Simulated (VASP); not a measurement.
# Au (I4/mmm) in VASP: relaxation of cell and atoms with r2SCAN

Aim: the relaxation of cell and atoms of Au with r2SCAN.

Program: VASP 6.6.1. These are calculated values, not measurements. Logs are shortened: lines on timing, memory, paths and dates and some standing lists are left out, and cuts for length are marked.

## Step 1: The cell of the first run

It takes space group I4/mmm (No. 139, tetragonal). The conventional cell has a = 3.593 Å, b = 3.593 Å, c = 2.786 Å, α = 90.00°, β = 90.00°, γ = 90.00°. Within 3.7 Å of Au (site symmetry 4/mmm) lie 14 Au at 2.79 to 3.59 Å.

## Step 2: Relaxation of cell and atoms, r2SCAN

File POSCAR:

```
Au
1.0
   -1.7963137257      1.7963137257      1.3928460231
    1.7963137257     -1.7963137257      1.3928460231
    1.7963137257      1.7963137257     -1.3928460231
Au
1
Direct
    0.0000000000      0.0000000000      0.0000000000
```

File INCAR.step1:

```
ALGO     = Normal         # electronic algorithm
EDIFF    = 1E-4           # SCF threshold, eV
ENCUT    = 600            # plane-wave cutoff, eV
GGA      = PE             # functional
ISMEAR   = 0              # smearing method
LASPH    = T              # aspherical terms in the spheres
LCHARG   = F              # write CHGCAR
LREAL    = F              # projectors in reciprocal space
LWAVE    = T              # write WAVECAR
NELM     = 60             # most SCF steps
PREC     = Accurate       # precision mode
SIGMA    = 0.1            # smearing width, eV
```

File INCAR.step2:

```
ALGO     = Normal         # electronic algorithm
EDIFF    = 1E-6           # SCF threshold, eV
EDIFFG   = -0.01          # ionic threshold
ENCUT    = 600            # plane-wave cutoff, eV
IBRION   = 2              # ionic algorithm
ISIF     = 3              # what is computed and relaxed
ISMEAR   = 0              # smearing method
ISTART   = 1            
LASPH    = T              # aspherical terms in the spheres
LCHARG   = F              # write CHGCAR
LMIXTAU  = T            
LREAL    = F              # projectors in reciprocal space
LWAVE    = F              # write WAVECAR
METAGGA  = R2SCAN         # meta-GGA
NELM     = 60             # most SCF steps
NSW      = 100            # ionic steps
PREC     = Accurate       # precision mode
SIGMA    = 0.1            # smearing width, eV
```

File KPOINTS:

```
k-points
0
Gamma
  24 24 24
```

Potentials or basis: VASP PAW PBE potentials, release 64 (Au).

Started as:

```
$ cat potpaw_PBE.64/Au/POTCAR > POTCAR
$ cp INCAR.step1 INCAR
$ mpirun -np 1 vasp_std > vasp.out
$ cp INCAR.step2 INCAR
$ mpirun -np 1 vasp_std > vasp.out
```

OUTCAR:

```text
EDIFF = 1E-6
   EDIFFG = -0.01
   ENCUT = 600
   IBRION = 2
   ISIF = 3
   ISMEAR = 0
   ISTART = 1
   LASPH = T
   LREAL = F
   METAGGA = R2SCAN
   NELM = 60
   NSW = 100
   PREC = Accurate

 ion  position               nearest neighbor table
   1  0.000  0.000  0.000-

  LATTYP: Found a body centered tetragonal cell.
 ALAT       =     3.5926274514
 C/A-ratio  =     0.7753912934

  Lattice vectors:

 A1 = (  -1.7963137257,   1.7963137257,   1.3928460231)
 A2 = (   1.7963137257,  -1.7963137257,   1.3928460231)
 A3 = (   1.7963137257,   1.7963137257,  -1.3928460231)

Analysis of symmetry for initial positions (statically):
=====================================================================
 Subroutine PRICEL returns:
 Original cell was already a primitive cell.

 Routine SETGRP: Setting up the symmetry group for a
 body centered tetragonal supercell.

 Subroutine GETGRP returns: Found 16 space group operations
 (whereof 16 operations were pure point group operations)
 out of a pool of 16 trial point group operations.

The static configuration has the point symmetry D_4h.

Analysis of symmetry for dynamics (positions and initial velocities):
=====================================================================
 Subroutine PRICEL returns:
 Original cell was already a primitive cell.

 Routine SETGRP: Setting up the symmetry group for a
 body centered tetragonal supercell.

 Subroutine GETGRP returns: Found 16 space group operations
 (whereof 16 operations were pure point group operations)
 out of a pool of 16 trial point group operations.

The dynamic configuration has the point symmetry D_4h.

 Subroutine INISYM returns: Found 16 space group operations
 (whereof 16 operations are pure point group operations),
 and found     1 'primitive' translations

----------------------------------------------------------------------------------------

                                     Primitive cell

  volume of cell :      17.9774

  direct lattice vectors                    reciprocal lattice vectors
    -1.796313726  1.796313726  1.392846023     0.000000000  0.278347815  0.358977225
     1.796313726 -1.796313726  1.392846023     0.278347815  0.000000000  0.358977225
     1.796313726  1.796313726 -1.392846023     0.278347815  0.278347815  0.000000000

  length of vectors
     2.897154819  2.897154819  2.897154819     0.454249000  0.454249000  0.393643255

  position of ions in fractional coordinates (direct lattice)
     0.000000000  0.000000000  0.000000000

[... 92 lines left out ...]
   IALGO  =     38    algorithm
   IMIX   =      4    mixing-type and parameters
     AMIX     =   0.40;   BMIX     =  1.00
     AMIX_MAG =   1.60;   BMIX_MAG =  1.00
  volume/ion in A,a.u.               =      17.98       121.32
  Fermi-wavevector in a.u.,A,eV,Ry     =   1.389835  2.626407 26.281575  1.931641
  Thomas-Fermi vector in A             =   2.513828
   LORBIT       =      0    0 simple, 1 ext, 2 COOP (PROOUT), +10 PAW based schemes
   METAGGA = R2SCAN    functional components
   LHFCALC =     F    Hartree Fock is set to
   AEXX    =    0.0000 exact exchange contribution
   IVDW    =     0    specifies the selected vdW correction
   LEPSILON=     F    determine dielectric tensor
   LRPA    =     F    only Hartree local field effects (RPA)
 conjugate gradient relaxation of ions
 non-spin polarized calculation
 Gauss-broadening in eV      SIGMA  =   0.10
  energy-cutoff  :      600.00
  volume of cell :       17.98
 maximum number of plane-waves:       618
   NGX = 11   NGY = 11   NGZ = 11

--------------------------------------- Ionic step        1  -------------------------------------------

 number of electron      11.0000000 magnetization

 Free energy of the ion-electron system (eV)
  ---------------------------------------------------
  ext. energy  EPLUGINS =         0.00000000
  ---------------------------------------------------
  free energy    TOTEN  =       -50.57491619 eV

  energy without entropy =      -50.57326516  energy(sigma->0) =      -50.57409068

------------------------ aborting loop because EDIFF is reached ----------------------------------------

  FORCE on cell =-STRESS in cart. coord.  units (eV):
  Direction    XX          YY          ZZ          XY          YZ          ZX
  --------------------------------------------------------------------------------------
  -------------------------------------------------------------------------------------
  Total       -0.2046099     -0.2046099      0.2983522      0.0000000     -0.0000000      0.0000000
  in kB      -18.2351661    -18.2351661     26.5896363      0.0000000     -0.0000000      0.0000000
  external PRESSURE =      -3.2935653 kB  Pullay stress =       0.0000000 kB
[... 162 lines left out ...]
--------------------------------------- Ionic step        6  -------------------------------------------

 number of electron      11.0000000 magnetization

 Free energy of the ion-electron system (eV)
  ---------------------------------------------------
  ext. energy  EPLUGINS =         0.00000000
  ---------------------------------------------------
  free energy    TOTEN  =       -50.58277247 eV

  energy without entropy =      -50.58096854  energy(sigma->0) =      -50.58187051

 E-fermi :   8.7462     XC(G=0): -13.3339

 val. band max:        8.7391104776   @ k =   0.5000   0.2500   0.1250
 cond. band min:       8.7549470530   @ k =   0.5000   0.2500   0.0833
 fundamental gap:      0.0158365754
 Fermi energy:         8.7461903625

 k-point     1 :       0.0000    0.0000    0.0000
  band No.  band energies     occupation
      1      -0.9862      2.00000
      2       3.0899      2.00000
      3       4.3611      2.00000
      4       4.3611      2.00000
      5       4.5678      2.00000
      6       6.0909      2.00000
      7      24.7385      0.00000
      8      24.7385      0.00000
      9      28.9036      0.00000
[... 265 lines left out ...]
 k-point    24 :       0.4583    0.0417    0.0000
  band No.  band energies     occupation
      1       1.6196      2.00000
      2       2.4138      2.00000
      3       5.3243      2.00000
      4       6.5620      2.00000
      5       6.8622      2.00000
      6       8.9824      0.00084
      7      12.9915      0.00000
      8      20.9811      0.00000
      9      21.5874      0.00000

 [... further k-points ...]

------------------------ aborting loop because EDIFF is reached ----------------------------------------

  FORCE on cell =-STRESS in cart. coord.  units (eV):
  Direction    XX          YY          ZZ          XY          YZ          ZX
  --------------------------------------------------------------------------------------
  -------------------------------------------------------------------------------------
  Total       -0.0039426     -0.0039426      0.0051869      0.0000000      0.0000000      0.0000000
  in kB       -0.3560544     -0.3560544      0.4684241      0.0000000      0.0000000      0.0000000
  external PRESSURE =      -0.0812282 kB  Pullay stress =       0.0000000 kB
[... 16 lines left out ...]
  FREE ENERGIE OF THE ION-ELECTRON SYSTEM (eV)
  ---------------------------------------------------
  free  energy   TOTEN  =       -50.5827724699 eV

  energy  without entropy=      -50.5809685444  energy(sigma->0) =      -50.58187051

 reached required accuracy - stopping structural energy minimisation
```

OUTCAR.step1:

```text
EDIFF = 1E-4
   ENCUT = 600
   GGA = PE
   ISMEAR = 0
   LASPH = T
[... 504 lines left out ...]

 POSITION                                       TOTAL-FORCE (eV/Angst)
 -----------------------------------------------------------------------------------
      0.00000      0.00000      0.00000         0.000000      0.000000     -0.000000
 -----------------------------------------------------------------------------------
    total drift:                               -0.000000      0.000000      0.000000

  FREE ENERGIE OF THE ION-ELECTRON SYSTEM (eV)
  ---------------------------------------------------
  free  energy   TOTEN  =        -3.1956406227 eV

  energy  without entropy=       -3.1938451816  energy(sigma->0) =       -3.19474290
```

Wall time 53 min (1 thread of Oxide Virtual Turin-like, shared host); peak memory 0.33 GiB.

Results:

```yaml
Free_energy: -50.5828 eV
Relaxed_volume: 17.74 Å³/atom
Relaxed_cell: a = 2.866 Å, b = 2.866 Å, c = 2.866 Å, α = 104.95°, β = 104.95°, γ = 118.95°
Space_group_after_relaxing_to_0.1_Å: I4/mmm (No. 139)
Energy_gained_by_relaxing: 7.9 meV/atom
Ionic_steps: 6
Pressure_after_relaxing: 0.0 GPa
Band_gap_on_the_k_mesh: zero (an odd number of electrons rules out a gap without spin polarisation)
```

Stress tensor (GPa, compression positive):
```
-0.04  0.00  0.00
 0.00 -0.04  0.00
 0.00  0.00  0.05
```

Step by step:
```csv
step,energy change (eV),largest force (eV/Å),pressure (GPa),volume (Å³)
1,0.0000,0.0000,-0.33,17.98
2,-0.0056,0.0000,-0.24,17.88
3,-0.0067,0.0000,0.00,17.81
4,-0.0077,0.0000,0.68,17.67
5,-0.0069,0.0000,-1.54,17.92
6,-0.0079,0.0000,-0.01,17.74
```

Final structure:
```
Au
1.0
    -1.74560    1.74560    1.45556
     1.74560   -1.74560    1.45556
     1.74560    1.74560   -1.45556
Au
1
Direct
  0.00000 0.00000 0.00000
```

Levels at points of the mesh, in eV from the Fermi level:
```csv
k point,band 4,band 5,band 6,band 7,band 8,band 9
"(0.00, 0.00, 0.00)",-4.39,-4.18,-2.66,15.99,15.99,20.16
"(0.50, 0.00, 0.00)",-2.11,-1.76,0.11,4.14,12.27,12.93
"(0.50, 0.50, 0.00)",-3.35,-1.80,-0.98,2.41,15.00,17.41
"(0.50, 0.50, 0.50)",-2.09,-1.75,4.85,4.85,8.57,10.57
```

Caveat: the PAW data sets were made with another functional, which shifts forces and pressure a little; spin-orbit coupling is left out, which moves the levels of the heavy elements.
